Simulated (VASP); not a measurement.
# SiC (P6_3mc) in VASP: further runs

The runs below take SiC through single point, relaxation of cell and atoms, with PBE.

All numbers are computed with VASP 6.6.1; they aren't measurements. Logs are shortened: lines on timing, memory, paths and dates and some standing lists are left out, and cuts for length are marked.

### 1 The cell of the first run

It takes space group P6_3mc (No. 186, hexagonal). Conventional cell: a = 3.092 Å, b = 3.092 Å, c = 5.074 Å, α = 90.00°, β = 90.00°, γ = 120.00°. Within 2.5 Å of Si (site symmetry 3m) lie 4 C at 1.89 to 1.91 Å. Within 2.5 Å of C (site symmetry 3m) lie 4 Si at 1.89 to 1.91 Å.

### 2 Single point, PBE

Contents of INCAR:

```
SYSTEM = SiC
PREC     = Accurate       ! precision mode
ENCUT    = 520            ! plane-wave cutoff, eV
EDIFF    = 1E-6           ! SCF threshold, eV
ISMEAR   = 0              ! smearing method
SIGMA    = 0.01           ! smearing width, eV
LREAL    = .False.        ! projectors in reciprocal space
LASPH    = .True.         ! aspherical terms in the spheres
NELM     = 80             ! most SCF steps
ALGO     = Normal         ! electronic algorithm
ISIF     = 2              ! what is computed and relaxed
LWAVE    = .False.        ! write WAVECAR
LCHARG   = .True.         ! write CHGCAR
GGA      = PE             ! functional
LELF     = .True.         ! ELF
LVHAR    = .True.       
NBANDS   = 16             ! bands
```

Contents of KPOINTS:

```
regular mesh
0
Gamma
  12 12 6
  0 0 0
```

Contents of POSCAR:

```
SiC
1.0
    3.0919120021      0.0000000000      0.0000000000
   -1.5459560011      2.6776743401      0.0000000000
    0.0000000000      0.0000000000      5.0741327008
Si C
2 2
Direct
    0.0000000000      0.0000000000     -0.0004283167
    0.3333333333      0.6666666667      0.4995716833
    0.0000000000      0.0000000000      0.3754283167
    0.3333333333      0.6666666667      0.8754283167
```

Potentials or basis: VASP PAW PBE potentials, release 64 (Si, C).

Launch:

```
$ cat potpaw_PBE.64/Si/POTCAR potpaw_PBE.64/C/POTCAR > POTCAR
$ mpirun -np 1 vasp_std > vasp.out
```

OUTCAR:

```text
SYSTEM = SiC
   PREC = Accurate
   ENCUT = 520
   EDIFF = 1E-6
   ISMEAR = 0
   LREAL = .False.
   LASPH = .True.
   NELM = 80
   ISIF = 2
   GGA = PE

 ion  position               nearest neighbor table
   1  0.000  0.000  1.000-   4 1.89   4 1.89   4 1.89   3 1.91   2 3.10   2 3.10   2 3.10   2 3.10
                             2 3.10   2 3.10
   2  0.333  0.667  0.500-   3 1.89   3 1.89   3 1.89   4 1.91   1 3.10   1 3.10   1 3.10   1 3.10
                             1 3.10   1 3.10
   3  0.000  0.000  0.375-   2 1.89   2 1.89   2 1.89   1 1.91
   4  0.333  0.667  0.875-   1 1.89   1 1.89   1 1.89   2 1.91

  LATTYP: Found a hexagonal cell.
 ALAT       =     3.0919120021
 C/A-ratio  =     1.6410986785

  Lattice vectors:

 A1 = (   3.0919120021,   0.0000000000,   0.0000000000)
 A2 = (  -1.5459560011,   2.6776743401,   0.0000000000)
 A3 = (   0.0000000000,   0.0000000000,   5.0741327008)

Analysis of symmetry for initial positions (statically):
=====================================================================
 Subroutine PRICEL returns:
 Original cell was already a primitive cell.

 Routine SETGRP: Setting up the symmetry group for a
 hexagonal supercell.

 Subroutine GETGRP returns: Found 12 space group operations
 (whereof  6 operations were pure point group operations)
 out of a pool of 24 trial point group operations.

The static configuration has the point symmetry C_3v.
 The point group associated with its full space group is C_6v.

Analysis of symmetry for dynamics (positions and initial velocities):
=====================================================================
 Subroutine PRICEL returns:
 Original cell was already a primitive cell.

 Routine SETGRP: Setting up the symmetry group for a
 hexagonal supercell.

 Subroutine GETGRP returns: Found 12 space group operations
 (whereof  6 operations were pure point group operations)
 out of a pool of 24 trial point group operations.

The dynamic configuration has the point symmetry C_3v.
 The point group associated with its full space group is C_6v.

 Subroutine INISYM returns: Found 12 space group operations
 (whereof  6 operations are pure point group operations),
 and found     1 'primitive' translations

----------------------------------------------------------------------------------------

                                     Primitive cell

  volume of cell :      42.0094

  direct lattice vectors                    reciprocal lattice vectors
     3.091912002  0.000000000  0.000000000     0.323424470  0.186729205  0.000000000
    -1.545956001  2.677674340  0.000000000     0.000000000  0.373458409  0.000000000
     0.000000000  0.000000000  5.074132701     0.000000000  0.000000000  0.197078015

  length of vectors
     3.091912002  3.091912002  5.074132701     0.373458409  0.373458409  0.197078015

  position of ions in fractional coordinates (direct lattice)
     0.000000000  0.000000000  0.999571683
     0.333333333  0.666666667  0.499571683
     0.000000000  0.000000000  0.375428317
     0.333333333  0.666666667  0.875428317

  ion indices of the primitive-cell ions
   primitive index   ion index
                 1           1
                 2           2
                 3           3
                 4           4

----------------------------------------------------------------------------------------

 KPOINTS: regular mesh

Automatic generation of k-mesh.
 Grid dimensions read from file:
 generate k-points for:   12   12    6

 Generating k-lattice:

  Cartesian coordinates                     Fractional coordinates (reciprocal lattice)
     0.026952039  0.015560767  0.000000000     0.083333333  0.000000000  0.000000000
     0.000000000  0.031121534  0.000000000     0.000000000  0.083333333  0.000000000
     0.000000000  0.000000000  0.032846336     0.000000000  0.000000000  0.166666667

  Length of vectors
     0.031121534  0.031121534  0.032846336

  Shift w.r.t. Gamma in fractional coordinates (k-lattice)
     0.000000000  0.000000000  0.000000000

 Subroutine IBZKPT returns following result:
 ===========================================

 Found     76 irreducible k-points:

 Following reciprocal coordinates:
            Coordinates               Weight
  0.000000  0.000000  0.000000      1.000000
  0.083333  0.000000  0.000000      6.000000
  0.166667  0.000000  0.000000      6.000000
  0.250000  0.000000  0.000000      6.000000
  0.333333  0.000000  0.000000      6.000000
  0.416667  0.000000  0.000000      6.000000
[... 16 lines left out ...]
  0.250000  0.000000  0.166667     12.000000
  0.333333  0.000000  0.166667     12.000000
 [... further k-points ...]
   k-points           NKPTS =     76   k-points in BZ     NKDIM =     76   number of bands    NBANDS=     16
   number of dos      NEDOS =    301   number of ions     NIONS =      4
   total plane-waves  NPLWV =  23040
   dimension x,y,z NGX =    24 NGY =   24 NGZ =   40
   dimension x,y,z NGXF=    48 NGYF=   48 NGZF=   80
   ions per type =               2   2
   NGX,Y,Z   is equivalent  to a cutoff of  12.90, 12.90, 13.11 a.u.
   NGXF,Y,Z  is equivalent  to a cutoff of  25.81, 25.81, 26.21 a.u.
 SYSTEM =  SiC
   PREC   = accura    normal or accurate (medium, high low for compatibility)
   ISTART =      0    job   : 0-new  1-cont  2-samecut
   ICHARG =      2    charge: 1-file 2-atom 10-const
   ISPIN  =      1    spin polarized calculation?
   LNONCOLLINEAR =      F non collinear calculations
   LSORBIT =      F    spin-orbit coupling
   LASPH  =      T    aspherical Exc in radial PAW
   ENCUT  =  520.0 eV  38.22 Ry    6.18 a.u.   5.75  5.75  9.43*2*pi/ulx,y,z
   NELM   =     80;   NELMIN=  2; NELMDL= -5     # of ELM steps
   EDIFF  = 0.1E-05   stopping-criterion for ELM
   LREAL  =      F    real-space projection
   EDIFFG = 0.1E-04   stopping-criterion for IOM
   NSW    =      0    number of steps for IOM
   IBRION =     -1    ionic relax: 0-MD 1-quasi-New 2-CG
   NFREE  =      0    steps in history (QN), initial steepest desc. (CG)
   ISIF   =      2    stress and relaxation
   ISYM   =      2    0-nonsym 1-usesym 2-fastsym
   POTIM  = 0.5000    time-step for ionic-motion
   TEBEG  =    0.0;   TEEND  =   0.0 temperature during run
   PSTRESS=    0.0 pullay stress
   NELECT =      16.0000    total number of electrons
   NUPDOWN=      -1.0000    fix difference up-down
   EMIN   =  10.00;   EMAX   =-10.00  energy-range for DOS
   EFERMI =   0.00;   METHOD = LEGACY
   ISMEAR =     0;   SIGMA  =   0.01  broadening in eV -4-tet -1-fermi 0-gaus
   EFERMI_NEDOS =   21; number of points for ismear=-14 and -15
   IALGO  =     38    algorithm
   IMIX   =      4    mixing-type and parameters
     AMIX     =   0.40;   BMIX     =  1.00
     AMIX_MAG =   1.60;   BMIX_MAG =  1.00
  volume/ion in A,a.u.               =      10.50        70.87
  Fermi-wavevector in a.u.,A,eV,Ry     =   1.186677  2.242495 19.159761  1.408203
  Thomas-Fermi vector in A             =   2.322845
   LORBIT       =      0    0 simple, 1 ext, 2 COOP (PROOUT), +10 PAW based schemes
   GGA     = PE    functional components
   LHFCALC =     F    Hartree Fock is set to
   AEXX    =    0.0000 exact exchange contribution
   IVDW    =     0    specifies the selected vdW correction
   LEPSILON=     F    determine dielectric tensor
   LRPA    =     F    only Hartree local field effects (RPA)
 non-spin polarized calculation
 Gauss-broadening in eV      SIGMA  =   0.01
  energy-cutoff  :      520.00
  volume of cell :       42.01
 maximum number of plane-waves:      1170
 NGX is ok and might be reduce to    24
   NGX = 11   NGY = 11   NGZ = 19

 number of electron      16.0000000 magnetization

 Free energy of the ion-electron system (eV)
  ---------------------------------------------------
  ext. energy  EPLUGINS =         0.00000000
  ---------------------------------------------------
  free energy    TOTEN  =       -30.11026301 eV

  energy without entropy =      -30.11026301  energy(sigma->0) =      -30.11026301

 E-fermi :   8.1533     XC(G=0): -11.2828

 val. band max:        8.0842088175   @ k =   0.0000   0.0000   0.0000
 cond. band min:      10.3882566419   @ k =   0.3333   0.3333   0.0000
 fundamental gap:      2.3040478243
 Fermi energy:         8.1533128703

 k-point     1 :       0.0000    0.0000    0.0000
  band No.  band energies     occupation
      1      -7.3612      2.00000
      2      -3.8519      2.00000
      3      -0.5237      2.00000
      4       6.7748      2.00000
      5       6.7748      2.00000
      6       7.9751      2.00000
[... 8 lines left out ...]
     15      16.9323      0.00000
     16      19.2996      0.00000

 k-point     2 :       0.0833    0.0000    0.0000
  band No.  band energies     occupation
      1      -7.2422      2.00000
      2      -3.7503      2.00000
      3      -0.4147      2.00000
      4       6.0945      2.00000
      5       6.5671      2.00000
      6       7.6203      2.00000
[... 8 lines left out ...]
     15      17.2340      0.00000
     16      18.4304      0.00000

 k-point     3 :       0.1667    0.0000    0.0000
  band No.  band energies     occupation
      1      -6.8882      2.00000
      2      -3.4542      2.00000
      3      -0.0970      2.00000
      4       4.6200      2.00000
      5       6.0965      2.00000
      6       6.5067      2.00000
[... 8 lines left out ...]
     15      17.5665      0.00000
     16      17.9037      0.00000

 k-point     4 :       0.2500    0.0000    0.0000
  band No.  band energies     occupation
      1      -6.3106      2.00000
      2      -3.0007      2.00000
      3       0.3798      2.00000
      4       3.0210      2.00000
      5       5.1289      2.00000
      6       5.5851      2.00000
[... 8 lines left out ...]
     15      18.0460      0.00000
     16      18.8047      0.00000
[... 324 lines left out ...]
 k-point    22 :       0.1667    0.0000    0.1667
  band No.  band energies     occupation
      1      -6.7555      2.00000
      2      -3.9625      2.00000
      3       0.6051      2.00000
      4       4.7412      2.00000
      5       6.1222      2.00000
      6       6.1862      2.00000
[... 8 lines left out ...]
     15      17.7361      0.00000
     16      18.2677      0.00000

 k-point    23 :       0.2500    0.0000    0.1667
  band No.  band energies     occupation
      1      -6.1801      2.00000
      2      -3.4723      2.00000
      3       0.9639      2.00000
      4       3.2245      2.00000
      5       4.7442      2.00000
      6       5.6816      2.00000
[... 8 lines left out ...]
     15      18.7512      0.00000
     16      18.7723      0.00000

 k-point    24 :       0.3333    0.0000    0.1667
  band No.  band energies     occupation
      1      -5.4110      2.00000
      2      -2.8950      2.00000
      3       0.8016      2.00000
      4       2.5087      2.00000
      5       3.3300      2.00000
      6       5.2625      2.00000
[... 8 lines left out ...]
     15      19.2430      0.00000
     16      20.0288      0.00000

 [... further k-points ...]
[... 5 lines left out ...]
  --------------------------------------------------------------------------------------
  -------------------------------------------------------------------------------------
  Total       -0.0111762     -0.0111762     -0.0074492      0.0000000      0.0000000      0.0000000
  in kB       -0.4262426     -0.4262426     -0.2841022      0.0000000      0.0000000      0.0000000
  external PRESSURE =      -0.3788625 kB  Pullay stress =       0.0000000 kB

 VOLUME and BASIS-vectors are now :
 -----------------------------------------------------------------------------
  energy-cutoff  :      520.00
  volume of cell :       42.01
      direct lattice vectors                 reciprocal lattice vectors
     3.091912002  0.000000000  0.000000000     0.323424470  0.186729205  0.000000000
    -1.545956001  2.677674340  0.000000000     0.000000000  0.373458409  0.000000000
     0.000000000  0.000000000  5.074132701     0.000000000  0.000000000  0.197078015

 POSITION                                       TOTAL-FORCE (eV/Angst)
 -----------------------------------------------------------------------------------
      0.00000      0.00000      5.07196        -0.000000      0.000000      0.001659
     -0.00000      1.78512      2.53489         0.000000     -0.000000      0.001659
      0.00000      0.00000      1.90497        -0.000000      0.000000     -0.001659
     -0.00000      1.78512      4.44204         0.000000      0.000000     -0.001659
 -----------------------------------------------------------------------------------
    total drift:                                0.000000     -0.000000     -0.000146

  FREE ENERGIE OF THE ION-ELECTRON SYSTEM (eV)
  ---------------------------------------------------
  free  energy   TOTEN  =       -30.1102630105 eV

  energy  without entropy=      -30.1102630105  energy(sigma->0) =      -30.11026301
```

Wall time 17 s (1 thread of Intel Xeon 6975P-C (Granite Rapids), shared host); peak memory 0.17 GiB.

What came out:

```
Free energy            : -30.1103 eV
Pressure               : 0.0 GPa
Band gap on the k mesh : 2.30 eV (least direct gap 3.94 eV)
```

A k mesh can miss the band edges.

### 3 Relaxation of cell and atoms, PBE

This run uses another cell than the first one, of 10.35 Å³/atom.

Contents of INCAR:

```
SYSTEM = SiC
  PREC = Accurate
  ENCUT = 600
  EDIFF = 1E-7
  ISMEAR = 0
  SIGMA = 0.01
  LREAL = .FALSE.
  LASPH = .TRUE.
  NELM = 100
  ALGO = Normal
  ISIF = 3
  LWAVE = .FALSE.
  LCHARG = .FALSE.
  GGA = PE
  IBRION = 2
  NSW = 80
  EDIFFG = -0.002
```

Contents of KPOINTS:

```
Automatic mesh
0
G
  12 12 6
  0 0 0
```

Contents of POSCAR:

```
SiC
1.0
    3.0800000000      0.0000000000      0.0000000000
   -1.5400000000      2.6673582437      0.0000000000
    0.0000000000      0.0000000000      5.0400000000
Si C
2 2
Direct
    0.0000000000      0.0000000000      0.0000000000
    0.3333333333      0.6666666667      0.5000000000
    0.0000000000      0.0000000000      0.3750000000
    0.3333333333      0.6666666667      0.8750000000
```

Potentials or basis: VASP PAW PBE potentials, release 64 (Si, C).

Launch:

```
$ cat potpaw_PBE.64/Si/POTCAR potpaw_PBE.64/C/POTCAR > POTCAR
$ mpirun -np 1 vasp_std > vasp.out
```

Run time: 76 s. Hardware: 1 thread of Intel Xeon 6975P-C (Granite Rapids), shared host; peak memory 0.2 GiB.

Results (log left out):

| Item | Value |
| --- | --- |
| Free energy | -30.1124 eV |
| Relaxed volume | 10.49 Å³/atom |
| Relaxed cell | a = 3.091 Å, b = 3.091 Å, c = 5.073 Å, α = 90.00°, β = 90.00°, γ = 120.00° |
| Space group after relaxing (to 0.1 Å) | P6_3mc (No. 186) |
| Energy gained by relaxing | 1.5 meV/atom |
| Ionic steps | 8 |
| Pressure after relaxing | 0.0 GPa |
| Band gap on the k mesh | 2.30 eV (least direct gap 3.94 eV) |

The path:
| step | energy change (eV) | largest force (eV/Å) | pressure (GPa) | volume (Å³) |
| --- | --- | --- | --- | --- |
| 1 | 0.0000 | 0.1037 | 2.99 | 41.41 |
| 2 | 0.0007 | 0.1218 | -2.88 | 42.57 |
| 3 | -0.0062 | 0.0135 | 0.06 | 41.97 |
| 4 | -0.0062 | 0.0113 | 0.12 | 41.95 |
| 5 | -0.0062 | 0.0122 | -0.01 | 41.98 |
| 6 | -0.0062 | 0.0006 | 0.05 | 41.97 |
| 7 | -0.0062 | 0.0016 | -0.03 | 41.98 |
| 8 | -0.0062 | 0.0005 | 0.01 | 41.98 |

Final structure:
```
Si C
1.0
     3.09108    0.00000    0.00000
    -1.54554    2.67695    0.00000
     0.00000    0.00000    5.07282
Si C
2 2
Direct
  0.00000 0.00000 0.99958
  0.33333 0.66667 0.49958
  0.00000 0.00000 0.37542
  0.33333 0.66667 0.87542
```

Levels at points of the mesh, in eV from the valence-band top:
```
           k point  band 5  band 6  band 7  band 8  band 9  band 10  band 11  band 12
(0.00, 0.00, 0.00)   -1.31   -0.11    0.00    0.00    4.68     6.05     6.58     6.58
(0.50, 0.00, 0.00)   -5.38   -3.29   -3.24   -1.19    2.75     4.21     6.77     7.07
(0.00, 0.00, 0.50)   -0.71   -0.71   -0.71   -0.71    5.77     5.77     7.27     7.27
(0.50, 0.00, 0.50)   -2.42   -2.42   -2.31   -2.31    3.25     3.25     5.20     5.20
```

A k mesh can miss the band edges.
